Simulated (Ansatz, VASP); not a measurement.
AlRu in VASP and in Ansatz

Contents of INCAR:

```
  ALGO = Fast
  EDIFF = 1E-6
  ENCUT = 520
  GGA = PS
  ISIF = 2
  ISMEAR = 0
  LASPH = T
  LCHARG = F
  LREAL = F
  LWAVE = F
  NBANDS = 16
  NELM = 100
  PREC = Accurate
  SIGMA = 0.15
```

Contents of KPOINTS:

```
k-points
0
Gamma
  16 16 16
```

The input POSCAR:

```
AlRu
1.0
    2.9018520000      0.0000000000      0.0000000000
    0.0000000000      2.9916000000      0.0000000000
    0.0000000000      0.0000000000      2.9916000000
Al Ru
1 1
Direct
    0.0000000000      0.0000000000      0.0000000000
    0.5000000000      0.5000000000      0.5000000000
```

Input for Ansatz:

```yaml
crystal:
  lattice:
    - [2.901852, 0.0, 0.0]
    - [0.0, 2.9916, 0.0]
    - [0.0, 0.0, 2.9916]
  atoms:
    - { symbol: Al, position: [0.0, 0.0, 0.0] }
    - { symbol: Ru, position: [0.5, 0.5, 0.5] }
basis:
  ecutwfc: 420
kpoints:
  mp_grid: { grid: [16, 16, 16] }
hamiltonian:
  xc: pbesol
scf:
  occupations: { method: gaussian, width: 0.15 }
output:
  forces: true
  stress: true
  eigenvalues: true
```

Change from the starting cell: strain -0.0300 x Voigt [1, 0, 0, 0, 0, 0], atoms carried along.

Alike in both runs: task single point; functional PBEsol; k mesh 16 × 16 × 16; occupations gaussian, width 0.15 eV; no spin polarisation.

|  | VASP | Ansatz |
| --- | --- | --- |
| version | VASP 6.6.1 | Ansatz 0.2.0 |
| potentials or method | VASP PAW PBE potentials, release 64 (Al, Ru_pv), cutoff 520 eV | scalar-relativistic, plane waves, PAW |
| valence electrons in the cell | 17 | 19 |

```csv
,VASP,Ansatz,Ansatz less VASP
gap on the k mesh at the Fermi level (eV),none,none,-
pressure (GPa),3.6,3.6,-0.01
"traceless stress, the component that is largest in VASP (GPa)",3.88,3.86,-0.020
```

VASP's potentials were made for PBE, not for PBEsol. A gap of «none» marks a metal or a gap that the smearing closes. VASP's potentials hold 17 valence electrons a cell and Ansatz's 19, so a difference there can come from the potentials and not from the codes.
